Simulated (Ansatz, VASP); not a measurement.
**One calculation of Ca2VO4, two programs**

Contents of POSCAR:

```
Ca2VO4
1.0
    0.0000000000      3.6529596700      0.0000000000
    3.6529596700      0.0000000000      0.0000000000
    1.8264798300      1.8264798300     -5.9011163300
V O Ca
1 4 2
Direct
    0.0000000000      0.0000000000      0.0000000000
    0.5000000000      0.0000000000      0.0000000000
    0.0000000000      0.5000000000      0.0000000000
    0.1460000000      0.1460000000      0.7080000000
    0.8540000000      0.8540000000      0.2920000000
    0.3540000000      0.3540000000      0.2920000000
    0.6460000000      0.6460000000      0.7080000000
```

INCAR.step1

```
SYSTEM = Ca2VO4
ALGO     = Normal         ! electronic algorithm
EDIFF    = 1E-4           ! SCF threshold, eV
ENCUT    = 520            ! plane-wave cutoff, eV
GGA      = PE             ! functional
ISMEAR   = -1             ! smearing method
LASPH    = .True.         ! aspherical terms in the spheres
LCHARG   = .False.        ! write CHGCAR
LREAL    = .False.        ! projectors in reciprocal space
LWAVE    = .True.         ! write WAVECAR
NBANDS   = 38             ! bands
NELM     = 60             ! most SCF steps
PREC     = Accurate       ! precision mode
SIGMA    = 0.1            ! smearing width, eV
```

Contents of INCAR.step2:

```
SYSTEM = Ca2VO4
ALGO     = Normal         ! electronic algorithm
EDIFF    = 1E-6           ! SCF threshold, eV
ENCUT    = 520            ! plane-wave cutoff, eV
ISIF     = 2              ! what is computed and relaxed
ISMEAR   = -1             ! smearing method
ISTART   = 1            
LASPH    = .True.         ! aspherical terms in the spheres
LCHARG   = .True.         ! write CHGCAR
LELF     = .True.         ! ELF
LMIXTAU  = .True.       
LREAL    = .False.        ! projectors in reciprocal space
LVHAR    = .True.       
LWAVE    = .False.        ! write WAVECAR
METAGGA  = R2SCAN         ! meta-GGA
NBANDS   = 38             ! bands
NELM     = 60             ! most SCF steps
PREC     = Accurate       ! precision mode
SIGMA    = 0.1            ! smearing width, eV
```

File KPOINTS:

```
k-points
0
Gamma
  5 5 5
  0 0 0
```

Input for Ansatz:

```yaml
crystal:
  lattice:
    - [0.0, 3.65295967, 0.0]
    - [3.65295967, 0.0, 0.0]
    - [1.82647983, 1.82647983, -5.90111633]
  atoms:
    - { symbol: V, position: [0.0, 0.0, 0.0] }
    - { symbol: O, position: [0.5, 0.0, 0.0] }
    - { symbol: O, position: [0.0, 0.5, 0.0] }
    - { symbol: O, position: [0.146, 0.146, 0.708] }
    - { symbol: O, position: [0.854, 0.854, 0.292] }
    - { symbol: Ca, position: [0.354, 0.354, 0.292] }
    - { symbol: Ca, position: [0.646, 0.646, 0.708] }
kpoints:
  mp_grid: { grid: [5, 5, 5], shift: [0, 0, 0] }
magnetization:
  spin_polarized: false
scf:
  occupations: { method: fermi_dirac }
  lower_state_search: "off"
  max_iter: 200
hamiltonian:
  pseudopotentials: { kind: paw }
  xc: r2scan
basis:
  ecutwfc: 500
  fft_grid_basis: typed
output:
  forces: true
  stress: true
  eigenvalues: true
  bader: true
  populations: true
  elf: true
  write_potential: true
  volumetric_format: npy
  dos:
    e_range: [-12, 8]
    de: 0.05
    projected: { site_lists: { Ca: [Ca], O: [O], V: [V] } }
checkpoint:
  read: saved_state
```

Alike in both runs: task single point; functional r2SCAN; k mesh 5 × 5 × 5; no spin polarisation.

```csv
,VASP,Ansatz
version,VASP 6.6.1,Ansatz 0.2.0
potentials or method,"VASP PAW PBE potentials, release 64 (V_sv, O, Ca_sv), cutoff 520 eV",PAW plane waves
occupations,"fermi-dirac, width 0.1 eV",fermi-dirac
valence electrons in the cell,57,57
```

|  | VASP | Ansatz | Ansatz less VASP |
| --- | --- | --- | --- |
| pressure (GPa) | 23.3 | 21.9 | -1.36 |
| traceless stress, the component that is largest in VASP (GPa) | 12.45 | 11.97 | -0.480 |
| rms of the force components (eV/Å) | 2.213 | 2.175 | -0.0376 |

VASP's potentials were made for PBE, not for r2SCAN. Atom by atom the forces differ by 0.043 eV/Å (rms over components).

The k mesh is coarse, so the values compare programs but aren't converged.
